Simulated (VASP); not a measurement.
# Al2Pt (Fm-3m) in VASP: single point with r2SCAN50

Aim: the single point of Al2Pt with r2SCAN50.

All numbers are computed with VASP 6.6.1; they aren't measurements. Logs are shortened: lines on timing, memory, paths and dates and some standing lists are left out, and cuts for length are marked.

### Step 1. The cell of the first run

The structure is cubic, space group Fm-3m (No. 225). The conventional cell has a = 5.910 Å, b = 5.910 Å, c = 5.910 Å, α = 90.00°, β = 90.00°, γ = 90.00°. Within 3.4 Å of Pt (site symmetry m-3m) lie 8 Al at 2.56 Å. Within 3.4 Å of Al (site symmetry -43m) lie 4 Pt at 2.56 Å and 6 Al at 2.96 Å.

### Step 2. Single point, r2SCAN50

Contents of POSCAR:

```
Al2Pt
1.0
    0.0000000000      2.9550000000      2.9550000000
    2.9550000000      0.0000000000      2.9550000000
    2.9550000000      2.9550000000      0.0000000000
Pt Al
1 2
Direct
    0.0000000000      0.0000000000      0.0000000000
    0.7500000000      0.7500000000      0.7500000000
    0.2500000000      0.2500000000      0.2500000000
```

Contents of INCAR.step1:

```
PREC = Accurate
ENCUT = 470
EDIFF = 1E-5
ISMEAR = -1
SIGMA = 0.05
LREAL = False
LASPH = True
NELM = 120
ALGO = Normal
ISIF = 2
LWAVE = True
GGA = PE
NBANDS = 19
GGA_COMPAT = False
```

Contents of INCAR.step2:

```
PREC = Accurate
ENCUT = 470
EDIFF = 1E-6
ISMEAR = -1
SIGMA = 0.05
LREAL = False
LASPH = True
NELM = 120
ALGO = Normal
ISIF = 2
LWAVE = False
LCHARG = True
METAGGA = R2SCAN
LHFCALC = True
AEXX = 0.5
LMIXTAU = True
PRECFOCK = Normal
LELF = True
LVHAR = True
ISTART = 1
NBANDS = 19
GGA_COMPAT = False
```

Contents of KPOINTS:

```
regular mesh
0
Gamma
  4 4 4
```

Potentials or basis: VASP PAW PBE potentials, release 64 (Pt_sv_GW, Al).

Launch:

```sh
$ cat potpaw_PBE.64/Pt_sv_GW/POTCAR potpaw_PBE.64/Al/POTCAR > POTCAR
$ cp INCAR.step1 INCAR
$ mpirun -np 1 vasp_std > vasp.out
$ cp INCAR.step2 INCAR
$ mpirun -np 1 vasp_std > vasp.out
```

OUTCAR:

```text
PREC = Accurate
   ENCUT = 470
   EDIFF = 1E-6
   ISMEAR = -1
   LREAL = False
   LASPH = True
   NELM = 120
   ISIF = 2
   METAGGA = R2SCAN
   LHFCALC = True
   AEXX = 0.5
   PRECFOCK = Normal
   ISTART = 1

 ion  position               nearest neighbor table
   1  0.000  0.000  0.000-   2 2.56   2 2.56   2 2.56   2 2.56   3 2.56   3 2.56   3 2.56   3 2.56

   2  0.750  0.750  0.750-   1 2.56   1 2.56   1 2.56   1 2.56   3 2.96   3 2.96   3 2.96   3 2.96
                             3 2.96   3 2.96
   3  0.250  0.250  0.250-   1 2.56   1 2.56   1 2.56   1 2.56   2 2.96   2 2.96   2 2.96   2 2.96
                             2 2.96   2 2.96

  LATTYP: Found a face centered cubic cell.
 ALAT       =     5.9100000000

  Lattice vectors:

 A1 = (   0.0000000000,   2.9550000000,   2.9550000000)
 A2 = (   2.9550000000,   0.0000000000,   2.9550000000)
 A3 = (   2.9550000000,   2.9550000000,   0.0000000000)

Analysis of symmetry for initial positions (statically):
=====================================================================
 Subroutine PRICEL returns:
 Original cell was already a primitive cell.

 Routine SETGRP: Setting up the symmetry group for a
 face centered cubic supercell.

 Subroutine GETGRP returns: Found 48 space group operations
 (whereof 48 operations were pure point group operations)
 out of a pool of 48 trial point group operations.

The static configuration has the point symmetry O_h .

Analysis of symmetry for dynamics (positions and initial velocities):
=====================================================================
 Subroutine PRICEL returns:
 Original cell was already a primitive cell.

 Routine SETGRP: Setting up the symmetry group for a
 face centered cubic supercell.

 Subroutine GETGRP returns: Found 48 space group operations
 (whereof 48 operations were pure point group operations)
 out of a pool of 48 trial point group operations.

The dynamic configuration has the point symmetry O_h .

 Subroutine INISYM returns: Found 48 space group operations
 (whereof 48 operations are pure point group operations),
 and found     1 'primitive' translations

----------------------------------------------------------------------------------------

                                     Primitive cell

  volume of cell :      51.6063

  direct lattice vectors                    reciprocal lattice vectors
     0.000000000  2.955000000  2.955000000    -0.169204738  0.169204738  0.169204738
     2.955000000  0.000000000  2.955000000     0.169204738 -0.169204738  0.169204738
     2.955000000  2.955000000  0.000000000     0.169204738  0.169204738 -0.169204738

  length of vectors
     4.179001077  4.179001077  4.179001077     0.293071203  0.293071203  0.293071203

  position of ions in fractional coordinates (direct lattice)
     0.000000000  0.000000000  0.000000000
     0.750000000  0.750000000  0.750000000
     0.250000000  0.250000000  0.250000000

  ion indices of the primitive-cell ions
   primitive index   ion index
                 1           1
                 2           2
                 3           3

----------------------------------------------------------------------------------------

 KPOINTS: regular mesh

Automatic generation of k-mesh.
 Grid dimensions read from file:
 generate k-points for:    4    4    4

 Generating k-lattice:

  Cartesian coordinates                     Fractional coordinates (reciprocal lattice)
    -0.042301184  0.042301184  0.042301184     0.250000000  0.000000000  0.000000000
     0.042301184 -0.042301184  0.042301184     0.000000000  0.250000000  0.000000000
     0.042301184  0.042301184 -0.042301184     0.000000000  0.000000000  0.250000000

  Length of vectors
     0.073267801  0.073267801  0.073267801

  Shift w.r.t. Gamma in fractional coordinates (k-lattice)
     0.000000000  0.000000000  0.000000000

 Subroutine IBZKPT returns following result:
 ===========================================

 Found      8 irreducible k-points:

 Following reciprocal coordinates:
            Coordinates               Weight
  0.000000  0.000000  0.000000      1.000000
  0.250000  0.000000  0.000000      8.000000
  0.500000  0.000000  0.000000      4.000000
  0.250000  0.250000  0.000000      6.000000
  0.500000  0.250000  0.000000     24.000000
 -0.250000  0.250000  0.000000     12.000000
  0.500000  0.500000  0.000000      3.000000
 -0.250000  0.500000  0.250000      6.000000
   k-points           NKPTS =      8   k-points in BZ     NKDIM =     64   number of bands    NBANDS=     19
   number of dos      NEDOS =    301   number of ions     NIONS =      3
   total plane-waves  NPLWV =  27000
   dimension x,y,z NGX =    30 NGY =   30 NGZ =   30
   dimension x,y,z NGXF=    60 NGYF=   60 NGZF=   60
   ions per type =               1   2
   NGX,Y,Z   is equivalent  to a cutoff of  11.93, 11.93, 11.93 a.u.
   NGXF,Y,Z  is equivalent  to a cutoff of  23.87, 23.87, 23.87 a.u.
 SYSTEM =  unknown system
   PREC   = accura    normal or accurate (medium, high low for compatibility)
   ISTART =      1    job   : 0-new  1-cont  2-samecut
   ICHARG =      0    charge: 1-file 2-atom 10-const
   ISPIN  =      1    spin polarized calculation?
   LNONCOLLINEAR =      F non collinear calculations
   LSORBIT =      F    spin-orbit coupling
   LASPH  =      T    aspherical Exc in radial PAW
   ENCUT  =  470.0 eV  34.54 Ry    5.88 a.u.   7.39  7.39  7.39*2*pi/ulx,y,z
   NELM   =    120;   NELMIN=  2; NELMDL=  0     # of ELM steps
   EDIFF  = 0.1E-05   stopping-criterion for ELM
   LREAL  =      F    real-space projection
   EDIFFG = 0.1E-04   stopping-criterion for IOM
   NSW    =      0    number of steps for IOM
   IBRION =     -1    ionic relax: 0-MD 1-quasi-New 2-CG
   NFREE  =      0    steps in history (QN), initial steepest desc. (CG)
   ISIF   =      2    stress and relaxation
   ISYM   =      3    0-nonsym 1-usesym 2-fastsym
   POTIM  = 0.5000    time-step for ionic-motion
   TEBEG  =    0.0;   TEEND  =   0.0 temperature during run
   PSTRESS=    0.0 pullay stress
   NELECT =      24.0000    total number of electrons
   NUPDOWN=      -1.0000    fix difference up-down
   EMIN   =  10.00;   EMAX   =-10.00  energy-range for DOS
   EFERMI =   0.00;   METHOD = LEGACY
   ISMEAR =    -1;   SIGMA  =   0.05  broadening in eV -4-tet -1-fermi 0-gaus
   EFERMI_NEDOS =   21; number of points for ismear=-14 and -15
   IALGO  =     38    algorithm
   IMIX   =      1    mixing-type and parameters
     AMIX     =   0.40;   BMIX     =  1.00
     AMIX_MAG =   1.60;   BMIX_MAG =  1.00
  volume/ion in A,a.u.               =      17.20       116.09
  Fermi-wavevector in a.u.,A,eV,Ry     =   1.268366  2.396863 21.888387  1.608751
  Thomas-Fermi vector in A             =   2.401464
   LORBIT       =      0    0 simple, 1 ext, 2 COOP (PROOUT), +10 PAW based schemes
   METAGGA = R2SCAN    functional components
   LHFCALC =     T    Hartree Fock is set to
   PRECFOCK=normal    Normal, Fast or Accurate (Low or Medium for compatibility)
   ENCUT4O =  -1.0   cutoff for four orbital integrals eV
   NKREDX  =     1    reduce k-point grid by
   NKREDY  =     1    reduce k-point grid by
   NKREDZ  =     1    reduce k-point grid by
   AEXX    =    0.5000 exact exchange contribution
   HFSCREEN=    0.0000 screening length (either q_TF or 0.3 A-1)
   HFSCREENC=   0.0000 screening length for correlation (either q_TF or 0.3 A-1)
   ENCUTFOCK=  -1.0 apply spherical cutoff to Coloumb kernel
   IVDW    =     0    specifies the selected vdW correction
   LEPSILON=     F    determine dielectric tensor
   LRPA    =     F    only Hartree local field effects (RPA)
 non-spin polarized calculation
  energy-cutoff  :      470.00
  volume of cell :       51.61
 maximum number of plane-waves:      1243
 NGX is ok and might be reduce to    30
  NGX = 24; NGY = 24; NGZ = 24

 number of electron      24.0000001 magnetization

 Free energy of the ion-electron system (eV)
  ---------------------------------------------------
  ext. energy  EPLUGINS =         0.00000000
  ---------------------------------------------------
  free energy    TOTEN  =       -45.56126954 eV

  energy without entropy =      -45.53863314  energy(sigma->0) =      -45.54995134

 E-fermi :   6.7252     XC(G=0):  -6.4984

 val. band max:        6.6808658627   @ k =   0.5000   0.2500   0.0000
 cond. band min:       8.2092237177   @ k =   0.2500   0.2500   0.0000
 fundamental gap:      1.5283578550
 Fermi energy:         6.7252310224

 k-point     1 :       0.0000    0.0000    0.0000
  band No.  band energies     occupation
      1    -102.1167      2.00000
      2     -53.5119      2.00000
      3     -53.5119      2.00000
      4     -53.5119      2.00000
      5      -6.5586      2.00000
      6      -0.3775      2.00000
[... 11 lines left out ...]
     18      16.0920      0.00000
     19      16.0920      0.00000

 k-point     2 :       0.2500    0.0000    0.0000
  band No.  band energies     occupation
      1    -102.1165      2.00000
      2     -53.5102      2.00000
      3     -53.5102      2.00000
      4     -53.5084      2.00000
      5      -5.5011      2.00000
      6      -0.8294      2.00000
[... 11 lines left out ...]
     18      17.1777      0.00000
     19      17.1777      0.00000

 k-point     3 :       0.5000    0.0000    0.0000
  band No.  band energies     occupation
      1    -102.1165      2.00000
      2     -53.5093      2.00000
      3     -53.5093      2.00000
      4     -53.5062      2.00000
      5      -3.6190      2.00000
      6      -1.3569      2.00000
[... 11 lines left out ...]
     18      19.8031      0.00000
     19      19.8031      0.00000

 k-point     4 :       0.2500    0.2500    0.0000
  band No.  band energies     occupation
      1    -102.1165      2.00000
      2     -53.5091      2.00000
      3     -53.5091      2.00000
      4     -53.5089      2.00000
      5      -5.1155      2.00000
      6      -1.0223      2.00000
[... 11 lines left out ...]
     18      17.5434      0.00000
     19      18.8372      0.00000

 k-point     5 :       0.5000    0.2500    0.0000
  band No.  band energies     occupation
      1    -102.1166      2.00000
      2     -53.5080      2.00000
      3     -53.5075      2.00000
      4     -53.5060      2.00000
      5      -3.0137      2.00000
      6      -1.3995      2.00000
[... 11 lines left out ...]
     18      18.7637      0.00000
     19      20.5794      0.00000

 k-point     6 :      -0.2500    0.2500    0.0000
  band No.  band energies     occupation
      1    -102.1166      2.00000
      2     -53.5091      2.00000
      3     -53.5077      2.00000
      4     -53.5067      2.00000
      5      -3.8742      2.00000
      6      -1.1837      2.00000
[... 11 lines left out ...]
     18      17.4220      0.00000
     19      19.3636      0.00000

 k-point     7 :       0.5000    0.5000    0.0000
  band No.  band energies     occupation
      1    -102.1166      2.00000
      2     -53.5069      2.00000
      3     -53.5069      2.00000
      4     -53.5053      2.00000
      5      -1.6567      2.00000
      6      -1.5801      2.00000
[... 11 lines left out ...]
     18      21.2182      0.00000
     19      21.6126      0.00000

 k-point     8 :      -0.2500    0.5000    0.2500
  band No.  band energies     occupation
      1    -102.1165      2.00000
      2     -53.5065      2.00000
      3     -53.5057      2.00000
      4     -53.5057      2.00000
      5      -1.3895      2.00000
      6      -1.3895      2.00000
[... 11 lines left out ...]
     18      20.3286      0.00000
     19      22.4472      0.00000

------------------------ aborting loop because EDIFF is reached ----------------------------------------

  FORCE on cell =-STRESS in cart. coord.  units (eV):
  Direction    XX          YY          ZZ          XY          YZ          ZX
  --------------------------------------------------------------------------------------
  -------------------------------------------------------------------------------------
  Total       -1.4020335     -1.4020335     -1.4020335     -0.0000000      0.0000000     -0.0000000
  in kB      -43.5277789    -43.5277789    -43.5277789     -0.0000000      0.0000000     -0.0000000
  external PRESSURE =     -43.5277789 kB  Pullay stress =       0.0000000 kB

 VOLUME and BASIS-vectors are now :
 -----------------------------------------------------------------------------
  energy-cutoff  :      470.00
  volume of cell :       51.61
      direct lattice vectors                 reciprocal lattice vectors
     0.000000000  2.955000000  2.955000000    -0.169204738  0.169204738  0.169204738
     2.955000000  0.000000000  2.955000000     0.169204738 -0.169204738  0.169204738
     2.955000000  2.955000000  0.000000000     0.169204738  0.169204738 -0.169204738

 POSITION                                       TOTAL-FORCE (eV/Angst)
 -----------------------------------------------------------------------------------
      0.00000      0.00000      0.00000        -0.000000     -0.000000     -0.000000
      4.43250      4.43250      4.43250         0.000000      0.000000      0.000000
      1.47750      1.47750      1.47750        -0.000000     -0.000000     -0.000000
 -----------------------------------------------------------------------------------
    total drift:                               -0.000000     -0.000000     -0.000000

  FREE ENERGIE OF THE ION-ELECTRON SYSTEM (eV)
  ---------------------------------------------------
  free  energy   TOTEN  =       -45.5612695360 eV

  energy  without entropy=      -45.5386331390  energy(sigma->0) =      -45.54995134
```

Run time: 15 min. Hardware: 1 thread of Intel Xeon Platinum 8488C (Sapphire Rapids), shared host; peak memory 0.19 GiB.

Results:

```yaml
Free_energy: -45.5613 eV
Pressure: -4.4 GPa
Band_gap_on_the_k_mesh: zero (bands 12 and 13 overlap by 8.38 eV)
```

Caveat: the k points lie up to 0.46 Å⁻¹ apart, too coarse for converged energies and pressures of a metal; the PAW data sets were made with another functional, which shifts forces and pressure a little; spin-orbit coupling is left out, which moves the levels of the heavy elements.

The gap in the log of VASP goes by the Fermi energy; the results here count the filled bands.